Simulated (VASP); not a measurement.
Input of a VASP 6.6.1 run:

Contents of POSCAR:

```
Eu
1.0
   -2.2274745855      2.2274745855      2.2274745855
    2.2274745855     -2.2274745855      2.2274745855
    2.2274745855      2.2274745855     -2.2274745855
Eu
1
Direct
    0.0000000000      0.0000000000      0.0000000000
```

File INCAR.step1:

```
SYSTEM = Eu
ALGO     = Normal         ! electronic algorithm
EDIFF    = 1E-4           ! SCF threshold, eV
ENCUT    = 520            ! plane-wave cutoff, eV
GGA      = PE             ! functional
ISMEAR   = 0              ! smearing method
ISPIN    = 2              ! spin polarisation
LASPH    = .TRUE.         ! aspherical terms in the spheres
LCHARG   = .FALSE.        ! write CHGCAR
LMAXMIX  = 6              ! l up to which the mixer works
LREAL    = .FALSE.        ! projectors in reciprocal space
LWAVE    = .TRUE.         ! write WAVECAR
MAGMOM   = 7.31           ! initial moments
NBANDS   = 18             ! bands
NELM     = 150            ! most SCF steps
PREC     = Accurate       ! precision mode
SIGMA    = 0.2            ! smearing width, eV
```

INCAR.step2

```
SYSTEM = Eu
ALGO     = Normal         ! electronic algorithm
EDIFF    = 1E-6           ! SCF threshold, eV
ENCUT    = 520            ! plane-wave cutoff, eV
ISIF     = 2              ! what is computed and relaxed
ISMEAR   = 0              ! smearing method
ISPIN    = 2              ! spin polarisation
ISTART   = 1            
LASPH    = .TRUE.         ! aspherical terms in the spheres
LCHARG   = .FALSE.        ! write CHGCAR
LMAXMIX  = 6              ! l up to which the mixer works
LMIXTAU  = .TRUE.       
LORBIT   = 11             ! projections on sites
LREAL    = .FALSE.        ! projectors in reciprocal space
LWAVE    = .FALSE.        ! write WAVECAR
MAGMOM   = 7.31           ! initial moments
METAGGA  = R2SCAN         ! meta-GGA
NBANDS   = 18             ! bands
NELM     = 150            ! most SCF steps
PREC     = Accurate       ! precision mode
SIGMA    = 0.2            ! smearing width, eV
```

KPOINTS

```
k-points
0
G
  10 10 10
  0 0 0
```

Potentials or basis: VASP PAW PBE potentials, release 64 (Eu).

Run with:

```sh
$ cat potpaw_PBE.64/Eu/POTCAR > POTCAR
$ cp INCAR.step1 INCAR
$ mpirun -np 1 vasp_std > vasp.out
$ cp INCAR.step2 INCAR
$ mpirun -np 1 vasp_std > vasp.out
```

Estimate the net moment.

7.80 μB per cell.

What does it give for the pressure?

-0.4 GPa.

Predict the site moments.

Eu +6.71 μB.

Caveat: the PAW data sets were made with another functional, which shifts forces and pressure a little. The state reached can hang on the start; a lower one may exist.
